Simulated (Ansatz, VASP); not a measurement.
## One calculation of LiBi3, two programs

File INCAR:

```
PREC     = Accurate       # precision mode
ENCUT    = 600            # plane-wave cutoff, eV
EDIFF    = 1E-7           # SCF threshold, eV
ISMEAR   = 0              # smearing method
SIGMA    = 0.1            # smearing width, eV
LREAL    = F              # projectors in reciprocal space
LASPH    = T              # aspherical terms in the spheres
NELM     = 100            # most SCF steps
ALGO     = Normal         # electronic algorithm
ISIF     = 3              # what is computed and relaxed
LWAVE    = F              # write WAVECAR
LCHARG   = F              # write CHGCAR
GGA      = PE             # functional
IBRION   = 2              # ionic algorithm
NSW      = 100            # ionic steps
EDIFFG   = -0.01          # ionic threshold
```

The input KPOINTS:

```
regular mesh
0
Gamma
  8 8 14
```

The input POSCAR:

```
LiBi3
1.0
    6.4067018647      0.0000000000      0.0000000000
    0.0000000000      6.4067018647      0.0000000000
    0.0000000000      0.0000000000      3.1554724076
Li Bi
1 3
Direct
    0.5000000000      0.5000000000      0.5000000000
    0.0000000000      0.0000000000      0.0000000000
    0.0000000000      0.5000000000      0.0000000000
    0.5000000000      0.0000000000      0.0000000000
```

Input for Ansatz:

```yaml
crystal:
  lattice:
    - [6.4067018647, 0.0, 0.0]
    - [0.0, 6.4067018647, 0.0]
    - [0.0, 0.0, 3.1554724076]
  atoms:
    - { symbol: Li, position: [0.5, 0.5, 0.5] }
    - { symbol: Bi, position: [0.0, 0.0, 0.0] }
    - { symbol: Bi, position: [0.0, 0.5, 0.0] }
    - { symbol: Bi, position: [0.5, 0.0, 0.0] }
basis:
  ecutwfc: 420
kpoints:
  mp_grid: { grid: [8, 8, 14] }
hamiltonian:
  xc: pbe
scf:
  occupations: { method: gaussian, width: 0.1 }
output:
  forces: true
  stress: true
  eigenvalues: true
  write_density: true
  write_potential: true
  elf: true
  volumetric_format: npy
relax:
  adjacent_minimum: "off"
  f_tol: 0.01
  max_steps: 80
  cell: { stress_tol: 0.05 }
```

Alike in both runs: task relaxation of cell and atoms; functional PBE; k mesh 8 × 8 × 14; occupations gaussian, width 0.1 eV; no spin polarisation.

|  | VASP | Ansatz |
| --- | --- | --- |
| version | VASP 6.6.1 | Ansatz 0.2.0 |
| potentials or method | VASP PAW PBE potentials, release 64 (Li_sv, Bi_d), cutoff 600 eV | scalar-relativistic, plane waves, PAW |
| valence electrons in the cell | 48 | 48 |

|  | VASP | Ansatz | Ansatz less VASP |
| --- | --- | --- | --- |
| gap on the k mesh at the Fermi level, each at its own relaxed structure (eV) | none | none | - |
| relaxed volume (Å³/atom) | 32.15 | 32.19 | +0.045 |
| relaxed cell length with the largest relative difference (Å) | 6.303 | 6.306 | +0.0038 |

A gap of «none» marks a metal or a gap that the smearing closes.

Neither program's run includes spin-orbit coupling. Noted on VASP's run: the cutoff is short for stress, so the pressure is rough.
